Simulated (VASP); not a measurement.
# CaSe in VASP: further runs

CaSe is run at these levels: PBE; tasks: single point.

All numbers are computed with VASP 6.6.1; they aren't measurements. Logs are shortened: lines on timing, memory, paths and dates and some standing lists are left out, and cuts for length are marked.

### Step 1. The cell of the first run

The structure is cubic, space group F-43m (No. 216). The conventional cell has a = 6.600 Å, b = 6.600 Å, c = 6.600 Å, α = 90.00°, β = 90.00°, γ = 90.00°. Ca (site symmetry -43m) has 4 Se at 2.86 Å within 3.8 Å. Se (site symmetry -43m) has 4 Ca at 2.86 Å within 3.8 Å.

### Step 2. Single point, PBE

The input, INCAR:

```
SYSTEM = CaSe
ALGO     = Normal         ! electronic algorithm
EDIFF    = 1E-6           ! SCF threshold, eV
ENCUT    = 520            ! plane-wave cutoff, eV
GGA      = PE             ! functional
ISIF     = 2              ! what is computed and relaxed
ISMEAR   = 0              ! smearing method
LASPH    = .TRUE.         ! aspherical terms in the spheres
LCHARG   = .FALSE.        ! write CHGCAR
LREAL    = .FALSE.        ! projectors in reciprocal space
LWAVE    = .FALSE.        ! write WAVECAR
NBANDS   = 15             ! bands
NELM     = 100            ! most SCF steps
PREC     = Accurate       ! precision mode
SIGMA    = 0.01           ! smearing width, eV
```

The input, KPOINTS:

```
k-points
0
G
  5 5 5
  0 0 0
```

The input, POSCAR:

```
CaSe
1.0
    0.0000000000      3.3000000000      3.3000000000
    3.3000000000      0.0000000000      3.3000000000
    3.3000000000      3.3000000000      0.0000000000
Ca Se
1 1
Direct
    0.0000000000      0.0000000000      0.0000000000
    0.7500000000      0.7500000000      0.7500000000
```

Potentials or basis: VASP PAW PBE potentials, release 64 (Ca_sv, Se).

The run is started by

```bash
$ cat potpaw_PBE.64/Ca_sv/POTCAR potpaw_PBE.64/Se/POTCAR > POTCAR
$ mpirun -np 1 vasp_std > vasp.out
```

OUTCAR:

```text
SYSTEM = CaSe
   EDIFF = 1E-6
   ENCUT = 520
   GGA = PE
   ISIF = 2
   ISMEAR = 0
   LASPH = .TRUE.
   LREAL = .FALSE.
   NELM = 100
   PREC = Accurate

 ion  position               nearest neighbor table
   1  0.000  0.000  0.000-   2 2.86   2 2.86   2 2.86   2 2.86
   2  0.750  0.750  0.750-   1 2.86   1 2.86   1 2.86   1 2.86

  LATTYP: Found a face centered cubic cell.
 ALAT       =     6.6000000000

  Lattice vectors:

 A1 = (   0.0000000000,   3.3000000000,   3.3000000000)
 A2 = (   3.3000000000,   0.0000000000,   3.3000000000)
 A3 = (   3.3000000000,   3.3000000000,   0.0000000000)

Analysis of symmetry for initial positions (statically):
=====================================================================
 Subroutine PRICEL returns:
 Original cell was already a primitive cell.

 Routine SETGRP: Setting up the symmetry group for a
 face centered cubic supercell.

 Subroutine GETGRP returns: Found 24 space group operations
 (whereof 24 operations were pure point group operations)
 out of a pool of 48 trial point group operations.

The static configuration has the point symmetry T_d .

Analysis of symmetry for dynamics (positions and initial velocities):
=====================================================================
 Subroutine PRICEL returns:
 Original cell was already a primitive cell.

 Routine SETGRP: Setting up the symmetry group for a
 face centered cubic supercell.

 Subroutine GETGRP returns: Found 24 space group operations
 (whereof 24 operations were pure point group operations)
 out of a pool of 48 trial point group operations.

The dynamic configuration has the point symmetry T_d .

 Subroutine INISYM returns: Found 24 space group operations
 (whereof 24 operations are pure point group operations),
 and found     1 'primitive' translations

----------------------------------------------------------------------------------------

                                     Primitive cell

  volume of cell :      71.8740

  direct lattice vectors                    reciprocal lattice vectors
     0.000000000  3.300000000  3.300000000    -0.151515152  0.151515152  0.151515152
     3.300000000  0.000000000  3.300000000     0.151515152 -0.151515152  0.151515152
     3.300000000  3.300000000  0.000000000     0.151515152  0.151515152 -0.151515152

  length of vectors
     4.666904756  4.666904756  4.666904756     0.262431941  0.262431941  0.262431941

  position of ions in fractional coordinates (direct lattice)
     0.000000000  0.000000000  0.000000000
     0.750000000  0.750000000  0.750000000

  ion indices of the primitive-cell ions
   primitive index   ion index
                 1           1
                 2           2

----------------------------------------------------------------------------------------

 KPOINTS: k-points

Automatic generation of k-mesh.
 Grid dimensions read from file:
 generate k-points for:    5    5    5

 Generating k-lattice:

  Cartesian coordinates                     Fractional coordinates (reciprocal lattice)
    -0.030303030  0.030303030  0.030303030     0.200000000  0.000000000  0.000000000
     0.030303030 -0.030303030  0.030303030     0.000000000  0.200000000  0.000000000
     0.030303030  0.030303030 -0.030303030     0.000000000  0.000000000  0.200000000

  Length of vectors
     0.052486388  0.052486388  0.052486388

  Shift w.r.t. Gamma in fractional coordinates (k-lattice)
     0.000000000  0.000000000  0.000000000

 Subroutine IBZKPT returns following result:
 ===========================================

 Found     10 irreducible k-points:

 Following reciprocal coordinates:
            Coordinates               Weight
  0.000000  0.000000  0.000000      1.000000
  0.200000  0.000000  0.000000      8.000000
  0.400000  0.000000  0.000000      8.000000
  0.200000  0.200000  0.000000      6.000000
  0.400000  0.200000  0.000000     24.000000
 -0.400000  0.200000  0.000000     24.000000
 -0.200000  0.200000  0.000000     12.000000
  0.400000  0.400000  0.000000      6.000000
 -0.400000  0.400000  0.000000     12.000000
 -0.400000  0.400000  0.200000     24.000000
   k-points           NKPTS =     10   k-points in BZ     NKDIM =     10   number of bands    NBANDS=     15
   number of dos      NEDOS =    301   number of ions     NIONS =      2
   total plane-waves  NPLWV =  46656
   dimension x,y,z NGX =    36 NGY =   36 NGZ =   36
   dimension x,y,z NGXF=    72 NGYF=   72 NGZF=   72
   ions per type =               1   1
   NGX,Y,Z   is equivalent  to a cutoff of  12.82, 12.82, 12.82 a.u.
   NGXF,Y,Z  is equivalent  to a cutoff of  25.65, 25.65, 25.65 a.u.
 SYSTEM =  CaSe
   PREC   = accura    normal or accurate (medium, high low for compatibility)
   ISTART =      0    job   : 0-new  1-cont  2-samecut
   ICHARG =      2    charge: 1-file 2-atom 10-const
   ISPIN  =      1    spin polarized calculation?
   LNONCOLLINEAR =      F non collinear calculations
   LSORBIT =      F    spin-orbit coupling
   LASPH  =      T    aspherical Exc in radial PAW
   ENCUT  =  520.0 eV  38.22 Ry    6.18 a.u.   8.68  8.68  8.68*2*pi/ulx,y,z
   NELM   =    100;   NELMIN=  2; NELMDL= -5     # of ELM steps
   EDIFF  = 0.1E-05   stopping-criterion for ELM
   LREAL  =      F    real-space projection
   EDIFFG = 0.1E-04   stopping-criterion for IOM
   NSW    =      0    number of steps for IOM
   IBRION =     -1    ionic relax: 0-MD 1-quasi-New 2-CG
   NFREE  =      0    steps in history (QN), initial steepest desc. (CG)
   ISIF   =      2    stress and relaxation
   ISYM   =      2    0-nonsym 1-usesym 2-fastsym
   POTIM  = 0.5000    time-step for ionic-motion
   TEBEG  =    0.0;   TEEND  =   0.0 temperature during run
   PSTRESS=    0.0 pullay stress
   NELECT =      16.0000    total number of electrons
   NUPDOWN=      -1.0000    fix difference up-down
   EMIN   =  10.00;   EMAX   =-10.00  energy-range for DOS
   EFERMI =   0.00;   METHOD = LEGACY
   ISMEAR =     0;   SIGMA  =   0.01  broadening in eV -4-tet -1-fermi 0-gaus
   EFERMI_NEDOS =   21; number of points for ismear=-14 and -15
   IALGO  =     38    algorithm
   IMIX   =      4    mixing-type and parameters
     AMIX     =   0.40;   BMIX     =  1.00
     AMIX_MAG =   1.60;   BMIX_MAG =  1.00
  volume/ion in A,a.u.               =      35.94       242.51
  Fermi-wavevector in a.u.,A,eV,Ry     =   0.992181  1.874950 13.393889  0.984423
  Thomas-Fermi vector in A             =   2.123975
   LORBIT       =      0    0 simple, 1 ext, 2 COOP (PROOUT), +10 PAW based schemes
   GGA     = PE    functional components
   LHFCALC =     F    Hartree Fock is set to
   AEXX    =    0.0000 exact exchange contribution
   IVDW    =     0    specifies the selected vdW correction
   LEPSILON=     F    determine dielectric tensor
   LRPA    =     F    only Hartree local field effects (RPA)
 non-spin polarized calculation
 Gauss-broadening in eV      SIGMA  =   0.01
  energy-cutoff  :      520.00
  volume of cell :       71.87
 maximum number of plane-waves:      1956
   NGX = 17   NGY = 17   NGZ = 17

 number of electron      16.0000001 magnetization

 Free energy of the ion-electron system (eV)
  ---------------------------------------------------
  ext. energy  EPLUGINS =         0.00000000
  ---------------------------------------------------
  free energy    TOTEN  =        -8.96975968 eV

  energy without entropy =       -8.96975968  energy(sigma->0) =       -8.96975968

 E-fermi :  -0.3137     XC(G=0):  -7.5515

 val. band max:       -0.3812194845   @ k =  -0.4000   0.2000   0.0000
 cond. band min:       2.7721233941   @ k =   0.0000   0.0000   0.0000
 fundamental gap:      3.1533428785
 Fermi energy:        -0.3136716431

 k-point     1 :       0.0000    0.0000    0.0000
  band No.  band energies     occupation
      1     -39.5122      2.00000
      2     -20.5246      2.00000
      3     -20.5246      2.00000
      4     -20.5246      2.00000
      5     -10.6816      2.00000
      6      -0.4636      2.00000
      7      -0.4636      2.00000
      8      -0.4636      2.00000
      9       2.7721      0.00000
     10       4.9599      0.00000
     11       4.9599      0.00000
     12       6.9222      0.00000
     13       6.9222      0.00000
     14       6.9222      0.00000
     15       8.6206      0.00000

 k-point     2 :       0.2000    0.0000    0.0000
  band No.  band energies     occupation
      1     -39.5117      2.00000
      2     -20.5388      2.00000
      3     -20.5264      2.00000
      4     -20.5264      2.00000
      5     -10.5976      2.00000
      6      -0.9803      2.00000
      7      -0.4336      2.00000
      8      -0.4336      2.00000
      9       3.7778      0.00000
     10       4.8265      0.00000
     11       4.8265      0.00000
     12       6.2957      0.00000
     13       6.8359      0.00000
     14       6.8359      0.00000
     15       7.7931      0.00000

 k-point     3 :       0.4000    0.0000    0.0000
  band No.  band energies     occupation
      1     -39.5108      2.00000
      2     -20.5615      2.00000
      3     -20.5292      2.00000
      4     -20.5292      2.00000
      5     -10.4599      2.00000
      6      -1.5019      2.00000
      7      -0.3943      2.00000
      8      -0.3943      2.00000
      9       4.6751      0.00000
     10       4.9637      0.00000
     11       4.9637      0.00000
     12       5.4685      0.00000
     13       6.1335      0.00000
     14       6.1335      0.00000
     15       8.0283      0.00000

 k-point     4 :       0.2000    0.2000    0.0000
  band No.  band energies     occupation
      1     -39.5115      2.00000
      2     -20.5398      2.00000
      3     -20.5288      2.00000
      4     -20.5288      2.00000
      5     -10.5699      2.00000
      6      -1.0462      2.00000
      7      -0.4542      2.00000
      8      -0.4542      2.00000
      9       3.9623      0.00000
     10       4.4610      0.00000
     11       5.1837      0.00000
     12       6.4955      0.00000
     13       6.4955      0.00000
     14       6.5109      0.00000
     15       8.0418      0.00000

 k-point     5 :       0.4000    0.2000    0.0000
  band No.  band energies     occupation
      1     -39.5107      2.00000
      2     -20.5567      2.00000
      3     -20.5334      2.00000
      4     -20.5319      2.00000
      5     -10.4504      2.00000
      6      -1.3694      2.00000
      7      -0.5434      2.00000
      8      -0.4213      2.00000
      9       3.9490      0.00000
     10       4.8649      0.00000
     11       5.3115      0.00000
     12       5.9935      0.00000
     13       6.0157      0.00000
     14       6.5203      0.00000
     15       8.2000      0.00000

 k-point     6 :      -0.4000    0.2000    0.0000
  band No.  band energies     occupation
      1     -39.5104      2.00000
      2     -20.5624      2.00000
      3     -20.5377      2.00000
      4     -20.5313      2.00000
      5     -10.4044      2.00000
      6      -1.3717      2.00000
      7      -0.7390      2.00000
      8      -0.3812      2.00000
      9       4.0743      0.00000
     10       4.8737      0.00000
     11       4.9059      0.00000
     12       6.0967      0.00000
     13       6.2167      0.00000
     14       6.4266      0.00000
     15       8.4447      0.00000

 k-point     7 :      -0.2000    0.2000    0.0000
  band No.  band energies     occupation
      1     -39.5110      2.00000
      2     -20.5509      2.00000
      3     -20.5339      2.00000
      4     -20.5279      2.00000
      5     -10.4959      2.00000
      6      -1.2379      2.00000
      7      -0.6126      2.00000
      8      -0.3832      2.00000
      9       4.5693      0.00000
     10       4.5727      0.00000
     11       4.9878      0.00000
     12       5.7383      0.00000
     13       6.3420      0.00000
     14       6.8088      0.00000
     15       7.9898      0.00000

 k-point     8 :       0.4000    0.4000    0.0000
  band No.  band energies     occupation
      1     -39.5103      2.00000
      2     -20.5637      2.00000
      3     -20.5356      2.00000
      4     -20.5356      2.00000
      5     -10.3880      2.00000
      6      -1.5381      2.00000
      7      -0.4223      2.00000
      8      -0.4223      2.00000
      9       3.2966      0.00000
     10       4.7973      0.00000
     11       5.6067      0.00000
     12       5.7817      0.00000
     13       5.7817      0.00000
     14       6.9188      0.00000
     15       8.6728      0.00000

 k-point     9 :      -0.4000    0.4000    0.0000
  band No.  band energies     occupation
      1     -39.5101      2.00000
      2     -20.5646      2.00000
      3     -20.5408      2.00000
      4     -20.5352      2.00000
      5     -10.3598      2.00000
      6      -1.4119      2.00000
      7      -0.7149      2.00000
      8      -0.4001      2.00000
      9       3.3445      0.00000
     10       4.6234      0.00000
     11       5.2644      0.00000
     12       5.9898      0.00000
     13       6.0079      0.00000
     14       7.6596      0.00000
     15       8.5382      0.00000

 k-point    10 :      -0.4000    0.4000    0.2000
  band No.  band energies     occupation
      1     -39.5102      2.00000
      2     -20.5615      2.00000
      3     -20.5409      2.00000
      4     -20.5347      2.00000
      5     -10.3771      2.00000
      6      -1.2677      2.00000
      7      -0.8452      2.00000
      8      -0.4387      2.00000
      9       3.5701      0.00000
     10       4.5932      0.00000
     11       5.3648      0.00000
     12       5.9433      0.00000
     13       6.2985      0.00000
     14       7.3416      0.00000
     15       8.4822      0.00000

------------------------ aborting loop because EDIFF is reached ----------------------------------------

  FORCE on cell =-STRESS in cart. coord.  units (eV):
  Direction    XX          YY          ZZ          XY          YZ          ZX
  --------------------------------------------------------------------------------------
  -------------------------------------------------------------------------------------
  Total       -0.0316482     -0.0316482     -0.0316482      0.0000000      0.0000000     -0.0000000
  in kB       -0.7054839     -0.7054839     -0.7054839      0.0000000      0.0000000     -0.0000000
  external PRESSURE =      -0.7054839 kB  Pullay stress =       0.0000000 kB

 VOLUME and BASIS-vectors are now :
 -----------------------------------------------------------------------------
  energy-cutoff  :      520.00
  volume of cell :       71.87
      direct lattice vectors                 reciprocal lattice vectors
     0.000000000  3.300000000  3.300000000    -0.151515152  0.151515152  0.151515152
     3.300000000  0.000000000  3.300000000     0.151515152 -0.151515152  0.151515152
     3.300000000  3.300000000  0.000000000     0.151515152  0.151515152 -0.151515152

 POSITION                                       TOTAL-FORCE (eV/Angst)
 -----------------------------------------------------------------------------------
      0.00000      0.00000      0.00000        -0.000000     -0.000000     -0.000000
      4.95000      4.95000      4.95000         0.000000      0.000000      0.000000
 -----------------------------------------------------------------------------------
    total drift:                               -0.000000     -0.000000     -0.000000

  FREE ENERGIE OF THE ION-ELECTRON SYSTEM (eV)
  ---------------------------------------------------
  free  energy   TOTEN  =        -8.9697596776 eV

  energy  without entropy=       -8.9697596776  energy(sigma->0) =       -8.96975968
```

Run time: 33 s. Hardware: 1 thread of AMD EPYC 7R13, shared host; peak memory 0.17 GiB.

What came out:

```
Free energy            : -8.9698 eV
Pressure               : -0.1 GPa
Band gap on the k mesh : 3.15 eV, indirect (least direct gap 3.24 eV)
```

Levels at points of the mesh, in eV from the valence-band top:
| k point | band 4 | band 5 | band 6 | band 7 | band 8 | band 9 | band 10 | band 11 | band 12 | band 13 |
| --- | --- | --- | --- | --- | --- | --- | --- | --- | --- | --- |
| (0.00, 0.00, 0.00) | -20.14 | -10.30 | -0.08 | -0.08 | -0.08 | 3.15 | 5.34 | 5.34 | 7.30 | 7.30 |

(Part 1 of 2 ends here.)
